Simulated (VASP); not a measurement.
# SiN (I4mm) in VASP: a series of runs

Runs on SiN. Level: PBE. Tasks: single point, relaxation of cell and atoms.

Everything below comes from runs of VASP 6.6.1. Logs are shortened: lines on timing, memory, paths and dates and some standing lists are left out, and cuts for length are marked.

**1. The cell of the first run**

Symmetry: I4mm, No. 107, tetragonal system. Conventional cell: a = 2.937 Å, b = 2.937 Å, c = 4.635 Å, α = 90.00°, β = 90.00°, γ = 90.00°. Si (site symmetry 4mm) has 5 N at 1.88 to 2.12 Å within 2.5 Å. Within 2.5 Å of N (site symmetry 4mm) lie 5 Si at 1.88 to 2.12 Å.

The cell was generated, and may not be a known phase.

**2. Single point, PBE**

File INCAR:

```
SYSTEM = SiN
PREC = Accurate
ENCUT = 520
EDIFF = 1E-6
ISMEAR = 0
SIGMA = 0.1
LREAL = .False.
LASPH = .True.
NELM = 60
ALGO = Normal
ISIF = 2
LWAVE = .False.
LCHARG = .True.
GGA = PE
LELF = .True.
LVHAR = .True.
NBANDS = 12
```

File KPOINTS:

```
regular mesh
0
Gamma
  8 8 8
  0 0 0
```

File POSCAR:

```
SiN
1.0
   -1.4686953991      1.4686953991      2.3173308989
    1.4686953991     -1.4686953991      2.3173308989
    1.4686953991      1.4686953991     -2.3173308989
Si N
1 1
Direct
    0.0115154910      0.0115154910      0.0000000000
    0.4164845090      0.4164845090      0.0000000000
```

Potentials or basis: VASP PAW PBE potentials, release 64 (Si, N).

Run with:

```sh
$ cat potpaw_PBE.64/Si/POTCAR potpaw_PBE.64/N/POTCAR > POTCAR
$ mpirun -np 1 vasp_std > vasp.out
```

OUTCAR:

```text
SYSTEM = SiN
   PREC = Accurate
   ENCUT = 520
   EDIFF = 1E-6
   ISMEAR = 0
   LREAL = .False.
   LASPH = .True.
   NELM = 60
   ISIF = 2
   GGA = PE

 ion  position               nearest neighbor table
   1  0.012  0.012  0.000-   2 1.88   2 2.12   2 2.12   2 2.12   2 2.12
   2  0.416  0.416  0.000-   1 1.88   1 2.12   1 2.12   1 2.12   1 2.12

  LATTYP: Found a body centered tetragonal cell.
 ALAT       =     2.9373907982
 C/A-ratio  =     1.5778158632

  Lattice vectors:

 A1 = (  -1.4686953991,   1.4686953991,   2.3173308989)
 A2 = (   1.4686953991,  -1.4686953991,   2.3173308989)
 A3 = (   1.4686953991,   1.4686953991,  -2.3173308989)

Analysis of symmetry for initial positions (statically):
=====================================================================
 Subroutine PRICEL returns:
 Original cell was already a primitive cell.

 Routine SETGRP: Setting up the symmetry group for a
 body centered tetragonal supercell.

 Subroutine GETGRP returns: Found  8 space group operations
 (whereof  8 operations were pure point group operations)
 out of a pool of 16 trial point group operations.

The static configuration has the point symmetry C_4v.

Analysis of symmetry for dynamics (positions and initial velocities):
=====================================================================
 Subroutine PRICEL returns:
 Original cell was already a primitive cell.

 Routine SETGRP: Setting up the symmetry group for a
 body centered tetragonal supercell.

 Subroutine GETGRP returns: Found  8 space group operations
 (whereof  8 operations were pure point group operations)
 out of a pool of 16 trial point group operations.

The dynamic configuration has the point symmetry C_4v.

 Subroutine INISYM returns: Found  8 space group operations
 (whereof  8 operations are pure point group operations),
 and found     1 'primitive' translations

----------------------------------------------------------------------------------------

                                     Primitive cell

  volume of cell :      19.9945

  direct lattice vectors                    reciprocal lattice vectors
    -1.468695399  1.468695399  2.317330899     0.000000000  0.340438188  0.215765474
     1.468695399 -1.468695399  2.317330899     0.340438188  0.000000000  0.215765474
     1.468695399  1.468695399 -2.317330899     0.340438188  0.340438188  0.000000000

  length of vectors
     3.111937475  3.111937475  3.111937475     0.403054462  0.403054462  0.481452302

  position of ions in fractional coordinates (direct lattice)
     0.011515491  0.011515491  0.000000000
[... 83 lines left out ...]
   NFREE  =      0    steps in history (QN), initial steepest desc. (CG)
   ISIF   =      2    stress and relaxation
   ISYM   =      2    0-nonsym 1-usesym 2-fastsym
   POTIM  = 0.5000    time-step for ionic-motion
   TEBEG  =    0.0;   TEEND  =   0.0 temperature during run
   PSTRESS=    0.0 pullay stress
   NELECT =       9.0000    total number of electrons
   NUPDOWN=      -1.0000    fix difference up-down
   EMIN   =  10.00;   EMAX   =-10.00  energy-range for DOS
   EFERMI =   0.00;   METHOD = LEGACY
   ISMEAR =     0;   SIGMA  =   0.10  broadening in eV -4-tet -1-fermi 0-gaus
   EFERMI_NEDOS =   21; number of points for ismear=-14 and -15
   IALGO  =     38    algorithm
   IMIX   =      4    mixing-type and parameters
     AMIX     =   0.40;   BMIX     =  1.00
     AMIX_MAG =   1.60;   BMIX_MAG =  1.00
  volume/ion in A,a.u.               =      10.00        67.46
  Fermi-wavevector in a.u.,A,eV,Ry     =   1.254638  2.370922 21.417161  1.574117
  Thomas-Fermi vector in A             =   2.388433
   LORBIT       =      0    0 simple, 1 ext, 2 COOP (PROOUT), +10 PAW based schemes
   GGA     = PE    functional components
   LHFCALC =     F    Hartree Fock is set to
   AEXX    =    0.0000 exact exchange contribution
   IVDW    =     0    specifies the selected vdW correction
   LEPSILON=     F    determine dielectric tensor
   LRPA    =     F    only Hartree local field effects (RPA)
 non-spin polarized calculation
 Gauss-broadening in eV      SIGMA  =   0.10
  energy-cutoff  :      520.00
  volume of cell :       19.99
 maximum number of plane-waves:       557
   NGX = 11   NGY = 11   NGZ = 11

 number of electron       8.9999999 magnetization

 Free energy of the ion-electron system (eV)
  ---------------------------------------------------
  ext. energy  EPLUGINS =         0.00000000
  ---------------------------------------------------
  free energy    TOTEN  =       -13.10961441 eV

  energy without entropy =      -13.10650967  energy(sigma->0) =      -13.10806204

 E-fermi :  11.3426     XC(G=0): -11.8052

 val. band max:       11.3216518133   @ k =   0.1250   0.1250   0.0000
 cond. band min:      11.3532594033   @ k =   0.3750   0.0000   0.0000
 fundamental gap:      0.0316075900
 Fermi energy:        11.3426037355

 k-point     1 :       0.0000    0.0000    0.0000
  band No.  band energies     occupation
      1      -9.0642      2.00000
      2       6.7472      2.00000
      3       7.1769      2.00000
      4       7.1769      2.00000
      5       8.8735      2.00000
      6      17.5225      0.00000
      7      17.5225      0.00000
      8      18.0989      0.00000
      9      18.2218      0.00000
     10      22.9836      0.00000
     11      22.9836      0.00000
     12      23.4574      0.00000
[... 331 lines left out ...]
 k-point    24 :       0.3750    0.1250    0.1250
  band No.  band energies     occupation
      1      -5.7966      2.00000
      2       0.0989      2.00000
      3       4.1202      2.00000
      4       5.4318      2.00000
      5      10.8123      2.00000
      6      13.0614      0.00000
      7      16.8024      0.00000
      8      17.6844      0.00000
      9      21.7064      0.00000
     10      23.2987      0.00000
     11      27.6388      0.00000
     12      29.0986      0.00000

 [... further k-points ...]
[... 5 lines left out ...]
  --------------------------------------------------------------------------------------
  -------------------------------------------------------------------------------------
  Total       -0.0318704     -0.0318704     -0.0394818      0.0000000     -0.0000000      0.0000000
  in kB       -2.5537982     -2.5537982     -3.1637063      0.0000000     -0.0000000      0.0000000
  external PRESSURE =      -2.7571009 kB  Pullay stress =       0.0000000 kB

 VOLUME and BASIS-vectors are now :
 -----------------------------------------------------------------------------
  energy-cutoff  :      520.00
  volume of cell :       19.99
      direct lattice vectors                 reciprocal lattice vectors
    -1.468695399  1.468695399  2.317330899     0.000000000  0.340438188  0.215765474
     1.468695399 -1.468695399  2.317330899     0.340438188  0.000000000  0.215765474
     1.468695399  1.468695399 -2.317330899     0.340438188  0.340438188  0.000000000

 POSITION                                       TOTAL-FORCE (eV/Angst)
 -----------------------------------------------------------------------------------
      0.00000      0.00000      0.05337        -0.000000     -0.000000     -0.005347
      0.00000      0.00000      1.93026         0.000000      0.000000      0.005347
 -----------------------------------------------------------------------------------
    total drift:                               -0.000000     -0.000000      0.000404

  FREE ENERGIE OF THE ION-ELECTRON SYSTEM (eV)
  ---------------------------------------------------
  free  energy   TOTEN  =       -13.1096144140 eV

  energy  without entropy=      -13.1065096683  energy(sigma->0) =      -13.10806204
```

It took 11 s on 1 thread of Intel Xeon 8259CL, shared host; peak memory 0.14 GiB.

Results:

* Free energy: -13.1096 eV
* Pressure: -0.3 GPa
* Largest force: 0.005 eV/Å
* Band gap on the k mesh: zero (an odd number of electrons rules out a gap without spin polarisation)

Forces on the atoms (eV/Å):
```
Si   0.000  0.000 -0.005
N    0.000  0.000  0.005
```

Levels at points of the mesh, in eV from the Fermi level:
| k point | band 1 | band 2 | band 3 | band 4 | band 5 | band 6 | band 7 | band 8 | band 9 | band 10 |
| --- | --- | --- | --- | --- | --- | --- | --- | --- | --- | --- |
| (0.00, 0.00, 0.00) | -20.41 | -4.60 | -4.17 | -4.17 | -2.47 | 6.18 | 6.18 | 6.76 | 6.88 | 11.64 |
| (0.50, 0.00, 0.00) | -17.63 | -12.15 | -5.56 | -4.33 | -0.12 | 3.42 | 4.15 | 4.59 | 9.22 | 14.28 |
| (0.50, 0.50, 0.00) | -16.59 | -10.39 | -7.22 | -6.83 | -4.27 | 0.50 | 7.44 | 7.81 | 10.64 | 15.12 |
| (0.50, 0.50, 0.50) | -17.35 | -11.42 | -6.16 | -6.16 | -3.10 | 2.38 | 6.37 | 9.16 | 9.16 | 16.80 |

**3. Single point, PBE**

This run uses another cell than the first one, of 11.59 Å³/atom.

File INCAR:

```
ALGO = Normal ; EDIFF = 1E-6
ENCUT = 520 ; GGA = PE
ISIF = 2 ; ISMEAR = 0
LASPH = T ; LCHARG = T
LELF = T ; LREAL = F
LVHAR = T ; LWAVE = F
NBANDS = 12 ; NELM = 60
PREC = Accurate ; SIGMA = 0.1
```

File KPOINTS:

```
k-points
0
Gamma
  8 8 8
```

File POSCAR:

```
SiN
1.0
   -1.5498486400      1.5498486400      2.4123589000
    1.5498486400     -1.5498486400      2.4123589000
    1.5498486400      1.5498486400     -2.4123589000
Si N
1 1
Direct
    0.0000000000      0.0000000000      0.0000000000
    0.4280000000      0.4280000000      0.0000000000
```

Potentials or basis: VASP PAW PBE potentials, release 64 (Si, N).

Run with:

```sh
$ cat potpaw_PBE.64/Si/POTCAR potpaw_PBE.64/N/POTCAR > POTCAR
$ mpirun -np 1 vasp_std > vasp.out
```

It took 13 s on 1 thread of Intel Xeon 8259CL, shared host; peak memory 0.14 GiB.

The run converged. Its results:

```yaml
Free_energy: -12.8068 eV
Pressure: -21.3 GPa
Largest_force: 0.948 eV/Å
Band_gap_on_the_k_mesh: zero (an odd number of electrons rules out a gap without spin polarisation)
```

Forces on the atoms (eV/Å):
```
Si   0.000  0.000  0.948
N    0.000  0.000 -0.948
```

Stress tensor (GPa, compression positive):
```
-22.12   0.00   0.00
  0.00 -22.12   0.00
  0.00   0.00 -19.69
```

Levels at points of the mesh, in eV from the Fermi level:
```
           k point  band 2  band 3  band 4  band 5  band 6  band 7  band 8  band 9
(0.00, 0.00, 0.00)   -3.13   -3.13   -3.10   -3.02    6.16    6.59    6.59    7.51
(0.50, 0.00, 0.00)  -10.46   -3.93   -3.17    0.27    3.06    3.93    3.96    9.44
(0.50, 0.50, 0.00)   -8.52   -5.78   -5.51   -4.03    2.04    6.85    7.04    9.32
(0.50, 0.50, 0.50)   -9.25   -4.89   -4.89   -3.43    3.45    6.13    8.19    8.19
```

Caveat: the cell stands under tension.

**4. Relaxation of cell and atoms, PBE**

This run uses another cell than the first one, of 11.59 Å³/atom.

File INCAR:

```
SYSTEM = SiN
ALGO     = Normal         ! electronic algorithm
EDIFF    = 1E-7           ! SCF threshold, eV
EDIFFG   = -0.04          ! ionic threshold
ENCUT    = 600            ! plane-wave cutoff, eV
GGA      = PE             ! functional
IBRION   = 2              ! ionic algorithm
ISIF     = 3              ! what is computed and relaxed
ISMEAR   = 0              ! smearing method
LASPH    = .True.         ! aspherical terms in the spheres
LCHARG   = .False.        ! write CHGCAR
LREAL    = .False.        ! projectors in reciprocal space
LWAVE    = .False.        ! write WAVECAR
NELM     = 100            ! most SCF steps
NSW      = 90             ! ionic steps
PREC     = Accurate       ! precision mode
SIGMA    = 0.1            ! smearing width, eV
```

File KPOINTS:

```
k-points
0
Gamma
  8 8 8
  0 0 0
```

POSCAR is that of step 3.

Run with:

```sh
$ cat potpaw_PBE.64/Si/POTCAR potpaw_PBE.64/N/POTCAR > POTCAR
$ mpirun -np 1 vasp_std > vasp.out
```

Wall time 94 s (1 thread of Intel Xeon 8259CL, shared host); peak memory 0.16 GiB.

Results (log left out):

- Free energy: -13.1167 eV
- Relaxed volume: 9.97 Å³/atom
- Relaxed cell: a = 3.108 Å, b = 3.108 Å, c = 3.108 Å, α = 123.65°, β = 123.65°, γ = 83.79°
- Space group after relaxing (to 0.1 Å): I4mm (No. 107)
- Energy gained by relaxing: 154.1 meV/atom
- Ionic steps: 8
- Pressure after relaxing: 0.0 GPa
- Largest force after relaxing: 0.006 eV/Å
- Band gap on the k mesh: zero (an odd number of electrons rules out a gap without spin polarisation)

Forces in eV/Å, atoms in the order of the input:
```
Si   0.000  0.000  0.006
N    0.000  0.000 -0.006
```

Stress tensor (GPa, compression positive):
```
-0.09  0.00  0.00
 0.00 -0.09  0.00
 0.00  0.00  0.09
```

Step by step:
```
step  energy change (eV)  largest force (eV/Å)  pressure (GPa)  volume (Å³)
   1              0.0000                0.9487          -21.43        23.18
   2             -0.2334                0.1520           16.25        18.36
   3             -0.2994                0.3434            0.92        19.71
   4             -0.2994                0.3231            1.56        19.64
   5             -0.3070                0.0612            1.30        19.76
   6             -0.3076                0.0369            1.25        19.80
   7             -0.3079                0.0346           -0.92        20.04
   8             -0.3082                0.0056           -0.03        19.94
```

Final structure:
```cif
data_structure
_symmetry_space_group_name_H-M 'P 1'
_symmetry_Int_Tables_number 1
_cell_length_a 3.1085
_cell_length_b 3.1085
_cell_length_c 3.1085
_cell_angle_alpha 123.650
_cell_angle_beta 123.650
_cell_angle_gamma 83.787
_cell_volume 19.94
loop_
_atom_site_label
_atom_site_type_symbol
_atom_site_fract_x
_atom_site_fract_y
_atom_site_fract_z
_atom_site_occupancy
Si1 Si 0.01123 0.01123 0.00000 1
N1 N 0.41677 0.41677 0.00000 1
```

Levels at points of the mesh, in eV from the Fermi level:
| k point | band 1 | band 2 | band 3 | band 4 | band 5 | band 6 | band 7 | band 8 |
| --- | --- | --- | --- | --- | --- | --- | --- | --- |
| (0.00, 0.00, 0.00) | -20.45 | -4.61 | -4.19 | -4.19 | -2.46 | 6.19 | 6.19 | 6.77 |
| (0.50, 0.00, 0.00) | -17.66 | -12.19 | -5.57 | -4.35 | -0.12 | 3.42 | 4.14 | 4.59 |
| (0.50, 0.50, 0.00) | -16.62 | -10.43 | -7.25 | -6.85 | -4.29 | 0.49 | 7.45 | 7.82 |
| (0.50, 0.50, 0.50) | -17.38 | -11.45 | -6.19 | -6.19 | -3.12 | 2.35 | 6.38 | 9.17 |

**5. Single point, PBE, collinear spin, ferromagnetic start**

File INCAR:

```
  PREC = Accurate
  ENCUT = 520
  EDIFF = 1E-6
  ISMEAR = 0
  SIGMA = 0.1
  LREAL = False
  LASPH = True
  NELM = 150
  ALGO = Normal
  ISIF = 2
  LWAVE = False
  LCHARG = False
  ISPIN = 2
  MAGMOM = 0 1
  LORBIT = 11
  GGA = PE
  NBANDS = 16
```

File KPOINTS:

```
Automatic mesh
0
Gamma
  8 8 8
```

File POSCAR:

```
SiN
1.0
   -1.4686953991      1.4686953991      2.3173308989
    1.4686953991     -1.4686953991      2.3173308989
    1.4686953991      1.4686953991     -2.3173308989
Si N
1 1
Direct
    0.0115154910      0.0115154910      0.0000000000
    0.4164845090      0.4164845090      0.0000000000
```

Potentials or basis: VASP PAW PBE potentials, release 64 (Si, N).

Run with:

```sh
$ cat potpaw_PBE.64/Si/POTCAR potpaw_PBE.64/N/POTCAR > POTCAR
$ mpirun -np 1 vasp_std > vasp.out
```

OUTCAR:

```text
PREC = Accurate
   ENCUT = 520
   EDIFF = 1E-6
   ISMEAR = 0
   LREAL = False
   LASPH = True
   NELM = 150
   ISIF = 2
   ISPIN = 2
   LORBIT = 11
   GGA = PE

 ion  position               nearest neighbor table
   1  0.012  0.012  0.000-   2 1.88   2 2.12   2 2.12   2 2.12   2 2.12
   2  0.416  0.416  0.000-   1 1.88   1 2.12   1 2.12   1 2.12   1 2.12

  LATTYP: Found a body centered tetragonal cell.
 ALAT       =     2.9373907982
 C/A-ratio  =     1.5778158632

  Lattice vectors:
[... 1129 lines left out ...]
  in kB       -2.4569691     -2.4569691     -3.1259850      0.0000000      0.0000000      0.0000000
  external PRESSURE =      -2.6799744 kB  Pullay stress =       0.0000000 kB

 VOLUME and BASIS-vectors are now :
 -----------------------------------------------------------------------------
  energy-cutoff  :      520.00
  volume of cell :       19.99
      direct lattice vectors                 reciprocal lattice vectors
    -1.468695399  1.468695399  2.317330899     0.000000000  0.340438188  0.215765474
     1.468695399 -1.468695399  2.317330899     0.340438188  0.000000000  0.215765474
     1.468695399  1.468695399 -2.317330899     0.340438188  0.340438188  0.000000000

 POSITION                                       TOTAL-FORCE (eV/Angst)
 -----------------------------------------------------------------------------------
      0.00000      0.00000      0.05337        -0.000000     -0.000000     -0.004887
      0.00000      0.00000      1.93026         0.000000      0.000000      0.004887
 -----------------------------------------------------------------------------------
    total drift:                               -0.000000     -0.000000     -0.000138

  FREE ENERGIE OF THE ION-ELECTRON SYSTEM (eV)
  ---------------------------------------------------
  free  energy   TOTEN  =       -13.1096144978 eV

  energy  without entropy=      -13.1065096760  energy(sigma->0) =      -13.10806209

 total charge

# of ion       s       p       d       tot
------------------------------------------
    1        0.828   0.692   0.000   1.520
    2        1.275   2.404   0.000   3.678
--------------------------------------------------
tot          2.103   3.096   0.000   5.199

 magnetization (x)

# of ion       s       p       d       tot
------------------------------------------
    1       -0.000  -0.000   0.000  -0.000
    2        0.000   0.000   0.000   0.000
--------------------------------------------------
tot         -0.000   0.000   0.000   0.000
```

OSZICAR:

```text
N       E                     dE             d eps       ncg     rms          rms(c)
DAV:   1     0.131861186855E+02    0.13186E+02   -0.39830E+03  3944   0.454E+02
DAV:   2    -0.132139737932E+02   -0.26400E+02   -0.25155E+02  5112   0.119E+02
DAV:   3    -0.138679042204E+02   -0.65393E+00   -0.65185E+00  4376   0.152E+01
DAV:   4    -0.138690775230E+02   -0.11733E-02   -0.11733E-02  5232   0.777E-01
DAV:   5    -0.138690805404E+02   -0.30174E-05   -0.30163E-05  4320   0.367E-02    0.803E+00
DAV:   6    -0.131067935681E+02    0.76229E+00   -0.57505E+00  4816   0.915E+00    0.307E+00
DAV:   7    -0.131141030234E+02   -0.73095E-02   -0.16929E-01  4280   0.252E+00    0.194E+00
DAV:   8    -0.131086689971E+02    0.54340E-02   -0.16710E-02  5000   0.783E-01    0.108E+00
DAV:   9    -0.131097046762E+02   -0.10357E-02   -0.17582E-03  4552   0.229E-01    0.200E-01
DAV:  10    -0.131095859460E+02    0.11873E-03   -0.75160E-04  5032   0.124E-01    0.690E-02
DAV:  11    -0.131096063770E+02   -0.20431E-04   -0.44164E-05  4440   0.425E-02    0.277E-02
DAV:  12    -0.131096140209E+02   -0.76439E-05   -0.90416E-06  4800   0.178E-02    0.714E-03
DAV:  13    -0.131096144978E+02   -0.47692E-06   -0.69948E-07  3256   0.491E-03
   1 F= -.13109614E+02 E0= -.13108062E+02  d E =-.310482E-02  mag=    -0.0001
```

It took 34 s on 1 thread of Intel Xeon 8259CL, shared host; peak memory 0.16 GiB.

Results:

```
Free energy                                           : -13.1096 eV
Pressure                                              : -0.3 GPa
Largest force                                         : 0.005 eV/Å
Net moment                                            : 0.00 μB per cell
Valence electrons inside the program's atomic spheres : Si 1.52; N 3.68
```

Forces in eV/Å, atoms in the order of the input:
```
Si   0.000  0.000 -0.005
N    0.000  0.000  0.005
```

**6. Summary**

| task | spin | cell | cutoff (eV) | gap on the mesh (eV) | pressure (GPa) | largest force (eV/Å) |
| --- | --- | --- | --- | --- | --- | --- |
| single point | off | a = 3.112 Å, angles 123.7, 123.7, 83.7°, 2 atoms, atomic positions A | 520 | none | -0.3 | 0.01 |
| single point | off | a = 3.259 Å, angles 123.2, 123.2, 84.5°, 2 atoms, atomic positions B | 520 | none | -21.3 | 0.95 |
| relaxation of cell and atoms | off | relaxed from a = 3.259 Å, angles 123.2, 123.2, 84.5°, 2 atoms, atomic positions B | 600 | none | 0.0 | 0.01 |
| single point | collinear, ferromagnetic start | a = 3.112 Å, angles 123.7, 123.7, 83.7°, 2 atoms, atomic positions A | 520 | none | -0.3 | - |

Alike in all rows: level PBE; potentials or basis VASP PAW PBE potentials, release 64 (Si, N); k mesh 8 × 8 × 8; smearing gaussian 0.1 eV.

Caveats: the cell stands under tension (at least some runs).

Absolute energies hang on the potentials; compare differences alone.

The gap in the log of VASP goes by the Fermi energy; the results here count the filled bands.